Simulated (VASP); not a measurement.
# Ir in VASP: notebook

Ir is run at these levels: LDA; tasks: relaxation of the atoms.

Everything below comes from runs of VASP 6.6.1. Logs are shortened: lines on timing, memory, paths and dates and some standing lists are left out, and cuts for length are marked.

### Step 1. The cell of the first run

The cell holds a slab with vacuum, 5 atoms: a = 2.695 Å, b = 2.695 Å, c = 23.623 Å, α = 90.00°, β = 90.00°, γ = 90.00°.

### Step 2. Relaxation of the atoms, LDA

The input, INCAR:

```
SYSTEM = Ir
PREC     = Accurate       ! precision mode
ENCUT    = 520            ! plane-wave cutoff, eV
EDIFF    = 1E-6           ! SCF threshold, eV
ISMEAR   = -1             ! smearing method
SIGMA    = 0.05           ! smearing width, eV
LREAL    = .False.        ! projectors in reciprocal space
LASPH    = .True.         ! aspherical terms in the spheres
NELM     = 80             ! most SCF steps
ALGO     = Normal         ! electronic algorithm
ISIF     = 2              ! what is computed and relaxed
LWAVE    = .False.        ! write WAVECAR
LCHARG   = .False.        ! write CHGCAR
LDIPOL   = .True.       
IDIPOL   = 3            
DIPOL    = 0.5 0.5 0.500
IBRION   = 2              ! ionic algorithm
NSW      = 32             ! ionic steps
EDIFFG   = -0.01          ! ionic threshold
```

The input, KPOINTS:

```
regular mesh
0
Gamma
  12 12 1
  0 0 0
```

The input, POSCAR:

```
Ir
1.0
    2.6951476502      0.0000000000      0.0000000000
    0.0000000000      2.6951476502      0.0000000000
    0.0000000000      0.0000000000     23.6230000000
Ir
5
Direct
    0.0000000000      0.0000000000      0.3425265203
    0.5000000000      0.5000000000      0.4185112485
    0.0000000000      0.0000000000      0.5000000001
    0.5000000000      0.5000000000      0.5814887515
    0.0000000000      0.0000000000      0.6574734796
```

Potentials or basis: VASP PAW LDA potentials, release 64 (Ir).

The run is started by

```
$ cat potpaw_LDA.64/Ir/POTCAR > POTCAR
$ mpirun -np 1 vasp_std > vasp.out
```

OUTCAR:

```text
SYSTEM = Ir
   PREC = Accurate
   ENCUT = 520
   EDIFF = 1E-6
   ISMEAR = -1
   LREAL = .False.
   LASPH = .True.
   NELM = 80
   ISIF = 2
   IBRION = 2
   NSW = 32
   EDIFFG = -0.01

 ion  position               nearest neighbor table
   1  0.000  0.000  0.343-   2 2.62   2 2.62   2 2.62   2 2.62
   2  0.500  0.500  0.419-   1 2.62   1 2.62   1 2.62   1 2.62   3 2.71   3 2.71   3 2.71   3 2.71

   3  0.000  0.000  0.500-   4 2.71   4 2.71   4 2.71   4 2.71   2 2.71   2 2.71   2 2.71   2 2.71

   4  0.500  0.500  0.581-   5 2.62   5 2.62   5 2.62   5 2.62   3 2.71   3 2.71   3 2.71   3 2.71

   5  0.000  0.000  0.657-   4 2.62   4 2.62   4 2.62   4 2.62

  LATTYP: Found a simple tetragonal cell.
 ALAT       =     2.6951476502
 C/A-ratio  =     8.7650114450

  Lattice vectors:

 A1 = (   2.6951476502,   0.0000000000,   0.0000000000)
 A2 = (   0.0000000000,   2.6951476502,   0.0000000000)
 A3 = (   0.0000000000,   0.0000000000,  23.6230000000)

Analysis of symmetry for initial positions (statically):
=====================================================================
 Subroutine PRICEL returns:
 Original cell was already a primitive cell.

 Routine SETGRP: Setting up the symmetry group for a
 simple tetragonal supercell.

 Subroutine GETGRP returns: Found 16 space group operations
 (whereof 16 operations were pure point group operations)
 out of a pool of 16 trial point group operations.

The static configuration has the point symmetry D_4h.

Analysis of symmetry for dynamics (positions and initial velocities):
=====================================================================
 Subroutine PRICEL returns:
 Original cell was already a primitive cell.

 Routine SETGRP: Setting up the symmetry group for a
 simple tetragonal supercell.

 Subroutine GETGRP returns: Found 16 space group operations
 (whereof 16 operations were pure point group operations)
 out of a pool of 16 trial point group operations.

The dynamic configuration has the point symmetry D_4h.

 Subroutine INISYM returns: Found 16 space group operations
 (whereof 16 operations are pure point group operations),
 and found     1 'primitive' translations

----------------------------------------------------------------------------------------

                                     Primitive cell

  volume of cell :     171.5932

[... 108 lines left out ...]
   EFERMI =   0.00;   METHOD = LEGACY
   ISMEAR =    -1;   SIGMA  =   0.05  broadening in eV -4-tet -1-fermi 0-gaus
   EFERMI_NEDOS =   21; number of points for ismear=-14 and -15
   IALGO  =     38    algorithm
   IMIX   =      4    mixing-type and parameters
     AMIX     =   0.40;   BMIX     =  1.00
     AMIX_MAG =   1.60;   BMIX_MAG =  1.00
  volume/ion in A,a.u.               =      34.32       231.59
  Fermi-wavevector in a.u.,A,eV,Ry     =   1.047882  1.980209 14.939961  1.098056
  Thomas-Fermi vector in A             =   2.182780
   LORBIT       =      0    0 simple, 1 ext, 2 COOP (PROOUT), +10 PAW based schemes
   GGA     = CA    functional components
   LHFCALC =     F    Hartree Fock is set to
   AEXX    =    0.0000 exact exchange contribution
   IVDW    =     0    specifies the selected vdW correction
   LEPSILON=     F    determine dielectric tensor
   LRPA    =     F    only Hartree local field effects (RPA)
 conjugate gradient relaxation of ions
 non-spin polarized calculation
  energy-cutoff  :      520.00
  volume of cell :      171.59
 maximum number of plane-waves:      4659
   NGX = 11   NGY = 11   NGZ = 87

 dipolmoment           0.000000      0.000000      0.000000 electrons x Angstroem

--------------------------------------- Ionic step        1  -------------------------------------------

 number of electron      44.9999998 magnetization

 Free energy of the ion-electron system (eV)
  ---------------------------------------------------
  ext. energy  EPLUGINS =         0.00000000
  ---------------------------------------------------
  free energy    TOTEN  =       -48.53889330 eV

  energy without entropy =      -48.49886043  energy(sigma->0) =      -48.51887687

------------------------ aborting loop because EDIFF is reached ----------------------------------------

  FORCE on cell =-STRESS in cart. coord.  units (eV):
  Direction    XX          YY          ZZ          XY          YZ          ZX
  --------------------------------------------------------------------------------------
  -------------------------------------------------------------------------------------
  Total       -2.3362707     -2.3362707      0.9991698      0.0000000     -0.0000000      0.0000000
  in kB      -21.8139125    -21.8139125      9.3293135      0.0000000     -0.0000000      0.0000000
  external PRESSURE =     -11.4328372 kB  Pullay stress =       0.0000000 kB
[... 143 lines left out ...]
--------------------------------------- Ionic step        5  -------------------------------------------

 number of electron      45.0000000 magnetization

 dipolmoment           0.000000      0.000000     -0.000000 electrons x Angstroem

 Free energy of the ion-electron system (eV)
  ---------------------------------------------------
  ext. energy  EPLUGINS =         0.00000000
  ---------------------------------------------------
  free energy    TOTEN  =       -48.54136476 eV

  energy without entropy =      -48.50072713  energy(sigma->0) =      -48.52104594

 E-fermi :   0.7609     XC(G=0):  -6.6417

 val. band max:        0.7598033166   @ k =   0.2500   0.0833   0.0000
 cond. band min:       0.7755885082   @ k =   0.3333   0.0000   0.0000
 fundamental gap:      0.0157851916
 Fermi energy:         0.7608909406

 k-point     1 :       0.0000    0.0000    0.0000
  band No.  band energies     occupation
      1     -10.0557      2.00000
      2      -8.7380      2.00000
      3      -7.2722      2.00000
      4      -6.6956      2.00000
      5      -6.6373      2.00000
      6      -6.4966      2.00000
[... 709 lines left out ...]
     26       2.2611      0.00000
     27       3.9064      0.00000

 [... further k-points ...]

------------------------ aborting loop because EDIFF is reached ----------------------------------------

 vacuum level on the upper side and lower side of the slab       (xc-potential included)        -0.098        -0.098

  FORCE on cell =-STRESS in cart. coord.  units (eV):
  Direction    XX          YY          ZZ          XY          YZ          ZX
  --------------------------------------------------------------------------------------
  -------------------------------------------------------------------------------------
  Total       -2.8085194     -2.8085194     -0.0068265      0.0000000      0.0000000      0.0000000
  in kB      -26.2233301    -26.2233301     -0.0637393      0.0000000      0.0000000      0.0000000
  external PRESSURE =     -17.5034665 kB  Pullay stress =       0.0000000 kB
[... 20 lines left out ...]
  FREE ENERGIE OF THE ION-ELECTRON SYSTEM (eV)
  ---------------------------------------------------
  free  energy   TOTEN  =       -48.5413647616 eV

  energy  without entropy=      -48.5007271276  energy(sigma->0) =      -48.52104594

 reached required accuracy - stopping structural energy minimisation

 vacuum level on the upper side and lower side of the slab         6.567         6.567
```

Wall time 4.4 min (1 thread of Intel Xeon Platinum 8488C (Sapphire Rapids), shared host); peak memory 0.27 GiB.

Results:

```yaml
Free_energy: -48.5414 eV
Energy_gained_by_relaxing: 0.5 meV/atom
Ionic_steps: 5
Largest_force_after_relaxing: 0.004 eV/Å
Band_gap_on_the_k_mesh: zero (an odd number of electrons rules out a gap without spin polarisation)
```

Forces in eV/Å, atoms in the order of the input:
```
Ir   0.000  0.000 -0.003
Ir   0.000  0.000 -0.004
Ir   0.000  0.000  0.000
Ir   0.000  0.000  0.004
Ir   0.000  0.000  0.003
```

The path:
| step | energy change (eV) | largest force (eV/Å) | pressure (GPa) |
| --- | --- | --- | --- |
| 1 | 0.0000 | 0.1629 | -1.14 |
| 2 | -0.0014 | 0.0985 | -1.46 |
| 3 | -0.0014 | 0.0984 | -1.46 |
| 4 | -0.0022 | 0.0527 | -1.60 |
| 5 | -0.0025 | 0.0044 | -1.75 |

Final structure:
```
Ir
1.0
     2.69515    0.00000    0.00000
     0.00000    2.69515    0.00000
     0.00000    0.00000   23.62300
Ir
5
Direct
  0.00000 0.00000 0.34183
  0.50000 0.50000 0.41825
  0.00000 0.00000 0.50000
  0.50000 0.50000 0.58175
  0.00000 0.00000 0.65817
```

Caveat: spin-orbit coupling is left out, which moves the levels of the heavy elements.

### Step 3. Relaxation of the atoms, LDA

The input, INCAR:

```
SYSTEM = Ir
PREC = Accurate ; ENCUT = 520
EDIFF = 1E-6 ; ISMEAR = -1
SIGMA = 0.05 ; LREAL = .FALSE.
LASPH = .TRUE. ; NELM = 100
ALGO = Normal ; ISIF = 2
LWAVE = .FALSE. ; LCHARG = .FALSE.
LDIPOL = .TRUE. ; IDIPOL = 3
DIPOL = 0.5 0.5 0.500 ; GGA = CA
IBRION = 2 ; NSW = 60
EDIFFG = -0.01
```

The input, KPOINTS:

```
regular mesh
0
G
  12 12 1
  0 0 0
```

The input, POSCAR:

```
Ir
1.0
    2.6951476502      0.0000000000      0.0000000000
    0.0000000000      2.6951476502      0.0000000000
    0.0000000000      0.0000000000     23.6230000000
Ir
5
Direct
    0.0000000000      0.0000000000      0.3386524000
    0.5000000000      0.5000000000      0.4193261997
    0.0000000000      0.0000000000      0.5000000000
    0.5000000000      0.5000000000      0.5806738003
    0.0000000000      0.0000000000      0.6613476000
```

Potentials or basis: VASP PAW LDA potentials, release 64 (Ir).

The run is started by

```
$ cat potpaw_LDA.64/Ir/POTCAR > POTCAR
$ mpirun -np 1 vasp_std > vasp.out
```

Wall time 32 min (1 thread of Oxide Virtual Turin-like, shared host); peak memory 0.23 GiB.

The run converged. Its results:

```yaml
Free_energy: -48.5414 eV
Energy_gained_by_relaxing: 24.2 meV/atom
Ionic_steps: 7
Band_gap_on_the_k_mesh: zero (an odd number of electrons rules out a gap without spin polarisation)
```

Forces on the atoms (eV/Å):
```
Ir   0.000  0.000  0.001
Ir   0.000  0.000 -0.003
Ir   0.000  0.000  0.000
Ir   0.000  0.000  0.003
Ir   0.000  0.000 -0.001
```

The path:
```csv
step,energy change (eV),largest force (eV/Å),pressure (GPa)
1,0.0000,1.2321,-4.30
2,-0.1057,0.5078,-2.39
3,-0.1121,0.1742,-2.84
4,-0.1164,0.1211,-2.53
5,-0.1210,0.0358,-1.73
6,-0.1210,0.0416,-1.80
7,-0.1211,0.0026,-1.77
```

Final structure:
```xyz
5
Lattice="2.6951 0.0000 0.0000 0.0000 2.6951 0.0000 0.0000 0.0000 23.6230" Properties=species:S:1:pos:R:3 pbc="T T T"
Ir    0.0000    0.0000    8.0745
Ir    1.3476    1.3476    9.8799
Ir    0.0000    0.0000   11.8115
Ir    1.3476    1.3476   13.7431
Ir    0.0000    0.0000   15.5485
```

Levels at points of the mesh, in eV from the Fermi level:
```csv
k point,band 19,band 20,band 21,band 22,band 23,band 24,band 25,band 26
"(0.00, 0.00, 0.00)",-1.37,-1.27,-1.10,-0.77,0.13,0.29,0.29,0.65
"(0.50, 0.00, 0.00)",-1.12,-0.94,-0.04,0.14,0.41,0.47,0.75,0.98
"(0.50, 0.50, 0.00)",0.52,0.74,1.42,1.42,1.64,2.19,2.19,3.19
```

Caveat: spin-orbit coupling is left out, which moves the levels of the heavy elements.
